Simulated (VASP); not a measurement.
Wanted: the native input for a VASP 6.6.1 run.

- Task: single point
- Functional: PBEsol
- Potentials or basis: VASP PAW PBE potentials, release 64 (Se, Ca_sv)
- Cutoff: 520 eV
- k mesh: 8 × 8 × 8
- Occupations: fermi-dirac, width 0.05 eV
- Spin: no spin polarisation
- Dipole correction: no
- Further INCAR settings: ALGO = Normal; EDIFF = 1e-06; NBANDS = 15

The structure of CaSe lies in POSCAR:

```
CaSe
1.0
    0.0000000000      2.9560000000      2.9560000000
    2.9560000000      0.0000000000      2.9560000000
    2.9560000000      2.9560000000      0.0000000000
Se Ca
1 1
Direct
    0.5000000000      0.5000000000      0.5000000000
    0.0000000000      0.0000000000      0.0000000000
```

These files were run (other wordings do the same):

INCAR

```
SYSTEM = CaSe
PREC = Accurate ; ENCUT = 520
EDIFF = 1E-6 ; ISMEAR = -1
SIGMA = 0.05 ; LREAL = .False.
LASPH = .True. ; NELM = 80
ALGO = Normal ; ISIF = 2
LWAVE = .False. ; LCHARG = .True.
GGA = PS ; LELF = .True.
LVHAR = .True. ; NBANDS = 15
```

KPOINTS

```
regular mesh
0
Gamma
  8 8 8
  0 0 0
```

Potentials or basis: VASP PAW PBE potentials, release 64 (Se, Ca_sv).

Run with:

```bash
$ cat potpaw_PBE.64/Se/POTCAR potpaw_PBE.64/Ca_sv/POTCAR > POTCAR
$ mpirun -np 1 vasp_std > vasp.out
```

It gave:

```yaml
Pressure: -0.9 GPa
Band_gap_on_the_k_mesh: 1.92 eV, indirect (least direct gap 2.87 eV)
```

Caveat: the PAW data sets were made with another functional, which shifts forces and pressure a little.

Run time: 11 s on 1 thread of Intel(R) Xeon(R) Platinum 8488C (Sapphire Rapids) (shared host), peak memory 0.18 GiB.
